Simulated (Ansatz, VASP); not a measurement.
# GaP in VASP and in Ansatz

```
Ga P
1.0
     0.00000    2.66977    2.66977
     2.66977    0.00000    2.66977
     2.66977    2.66977    0.00000
Ga P
1 1
Direct
  0.00000 0.00000 0.00000
  0.25000 0.25000 0.25000
```

Alike in both runs: task single point; functional r2SCAN; k mesh 6 × 6 × 6; no spin polarisation.

|  | VASP | Ansatz |
| --- | --- | --- |
| version | VASP 6.6.1 | Ansatz 0.2.0 |
| potentials or method | VASP PAW PBE potentials, release 64 (Ga_d, P) | plane waves, PAW |
| plane-wave cutoff (eV) | 550 | 500 |
| occupations | gaussian, width 0.01 eV | fixed |
| valence electrons in the cell | 18 | 18 |

|  | VASP | Ansatz | Ansatz less VASP |
| --- | --- | --- | --- |
| gap on the k mesh at the Fermi level (eV) | 1.77 | 1.77 | -0.004 |
| pressure (GPa) | 6.3 | 6.3 | +0.03 |

VASP's potentials were made for PBE, not for r2SCAN.
